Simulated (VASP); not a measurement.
# Ge2SbO3 (P6/mmm) in VASP: notebook, part 2 of 2

VASP 6.6.1. The steps go on from the part before.

## Step 3: Single point, PBE

This run uses another cell than the first one, of 13.82 Å³/atom.

The input, INCAR:

```
SYSTEM = Ge2SbO3
PREC = Accurate
ENCUT = 520
EDIFF = 1E-6
ISMEAR = 0
SIGMA = 0.1
LREAL = .FALSE.
LASPH = .TRUE.
NELM = 80
ALGO = Fast
ISIF = 2
LWAVE = .FALSE.
LCHARG = .FALSE.
GGA = PE
NBANDS = 34
```

The input, KPOINTS:

```
regular mesh
0
G
  12 12 12
  0 0 0
```

The input, POSCAR:

```
Ge2SbO3
1.0
    5.7035462785      0.0000000000      0.0000000000
   -2.8517731392      4.9394159688      0.0000000000
    0.0000000000      0.0000000000      2.9433900570
Ge Sb O
2 1 3
Direct
    0.3333333333      0.6666666667      0.0000000000
    0.6666666667      0.3333333333      0.0000000000
    0.0000000000      0.0000000000      0.0000000000
    0.5000000000      0.0000000000      0.5000000000
    0.0000000000      0.5000000000      0.5000000000
    0.5000000000      0.5000000000      0.5000000000
```

Potentials or basis: VASP PAW PBE potentials, release 64 (Ge_d, Sb, O).

Launch:

```bash
> cat potpaw_PBE.64/Ge_d/POTCAR potpaw_PBE.64/Sb/POTCAR potpaw_PBE.64/O/POTCAR > POTCAR
> mpirun -np 1 vasp_std > vasp.out
```

OUTCAR:

```text
SYSTEM = Ge2SbO3
   PREC = Accurate
   ENCUT = 520
   EDIFF = 1E-6
   ISMEAR = 0
   LREAL = .FALSE.
   LASPH = .TRUE.
   NELM = 80
   ISIF = 2
   GGA = PE

 ion  position               nearest neighbor table
   1  0.333  0.667  0.000-   4 2.21   4 2.21   5 2.21   5 2.21   6 2.21   6 2.21   3 3.29   3 3.29
                             3 3.29
   2  0.667  0.333  0.000-   4 2.21   4 2.21   5 2.21   5 2.21   6 2.21   6 2.21   3 3.29   3 3.29
                             3 3.29
   3  0.000  0.000  0.000-   1 3.29   2 3.29   1 3.29   2 3.29   2 3.29   1 3.29
   4  0.500  0.000  0.500-   1 2.21   2 2.21   1 2.21   2 2.21
   5  0.000  0.500  0.500-   1 2.21   2 2.21   1 2.21   2 2.21
   6  0.500  0.500  0.500-   1 2.21   2 2.21   1 2.21   2 2.21

  LATTYP: Found a hexagonal cell.
 ALAT       =     5.7035462785
 C/A-ratio  =     0.5160631497

  Lattice vectors:

 A1 = (   5.7035462785,   0.0000000000,   0.0000000000)
 A2 = (  -2.8517731392,   4.9394159688,   0.0000000000)
 A3 = (   0.0000000000,   0.0000000000,   2.9433900570)

Analysis of symmetry for initial positions (statically):
=====================================================================
 Subroutine PRICEL returns:
[... 186 lines left out ...]

 k-point     1 :       0.0000    0.0000    0.0000
  band No.  band energies     occupation
      1     -18.1409      2.00000
      2     -18.1257      2.00000
      3     -18.0908      2.00000
      4     -18.0908      2.00000
      5     -18.0589      2.00000
      6     -18.0589      2.00000
[... 877 lines left out ...]
     33      14.4308      0.00000
     34      15.3756      0.00000

 [... further k-points ...]

------------------------ aborting loop because EDIFF is reached ----------------------------------------

  FORCE on cell =-STRESS in cart. coord.  units (eV):
  Direction    XX          YY          ZZ          XY          YZ          ZX
  --------------------------------------------------------------------------------------
  -------------------------------------------------------------------------------------
  Total       -0.0023533     -0.0023533      0.0906997     -0.0000000      0.0000000     -0.0000000
  in kB       -0.0454696     -0.0454696      1.7524598     -0.0000000      0.0000000     -0.0000000
  external PRESSURE =       0.5538402 kB  Pullay stress =       0.0000000 kB

 VOLUME and BASIS-vectors are now :
 -----------------------------------------------------------------------------
  energy-cutoff  :      520.00
  volume of cell :       82.92
      direct lattice vectors                 reciprocal lattice vectors
     5.703546279  0.000000000  0.000000000     0.175329515  0.101226542  0.000000000
    -2.851773139  4.939415969  0.000000000     0.000000000  0.202453085  0.000000000
     0.000000000  0.000000000  2.943390057     0.000000000  0.000000000  0.339744302

 POSITION                                       TOTAL-FORCE (eV/Angst)
 -----------------------------------------------------------------------------------
     -0.00000      3.29294      0.00000        -0.000000     -0.000000     -0.000000
      2.85177      1.64647      0.00000         0.000000      0.000000      0.000000
      0.00000      0.00000      0.00000        -0.000000      0.000000      0.000000
      2.85177      0.00000      1.47170        -0.000000      0.000000      0.000000
     -1.42589      2.46971      1.47170        -0.000000      0.000000      0.000000
      1.42589      2.46971      1.47170        -0.000000      0.000000      0.000000
 -----------------------------------------------------------------------------------
    total drift:                               -0.000000      0.000000      0.000000

  FREE ENERGIE OF THE ION-ELECTRON SYSTEM (eV)
  ---------------------------------------------------
  free  energy   TOTEN  =       -30.0585883278 eV

  energy  without entropy=      -30.0267663730  energy(sigma->0) =      -30.04267735
```

stdout:

```text
POSCAR found type information on POSCAR GeSbO
 POSCAR found :  3 types and       6 ions
 scaLAPACK will be used
 LDA part: xc-table for (Slater+PW92), standard interpolation
 POSCAR, INCAR and KPOINTS ok, starting setup
 FFT: planning ... GRIDC
 FFT: planning ... GRID_SOFT
 FFT: planning ... GRID
 WAVECAR not read
 entering main loop
WARNING in EDDRMM: call to ZHEGV failed, returncode =   8  4     30
WARNING in EDDRMM: call to ZHEGV failed, returncode =   8  4     31
WARNING in EDDRMM: call to ZHEGV failed, returncode =   6  3     27
WARNING in EDDRMM: call to ZHEGV failed, returncode =   6  3     27
WARNING in EDDRMM: call to ZHEGV failed, returncode =   6  3     23
WARNING in EDDRMM: call to ZHEGV failed, returncode =   6  3     30
WARNING in EDDRMM: call to ZHEGV failed, returncode =   8  4     29
```

It took 6.1 min on 1 thread of Oxide Virtual Turin-like, shared host; peak memory 0.41 GiB.

Results:

| Property | Result |
| --- | --- |
| Free energy | -30.0586 eV |
| Pressure | 0.1 GPa |
| Band gap on the k mesh | zero (an odd number of electrons rules out a gap without spin polarisation) |

Caveat: spin-orbit coupling is left out, which moves the levels of the heavy elements; an odd number of electrons without spin polarisation forces a metal; a magnetic or distorted state may lie lower.
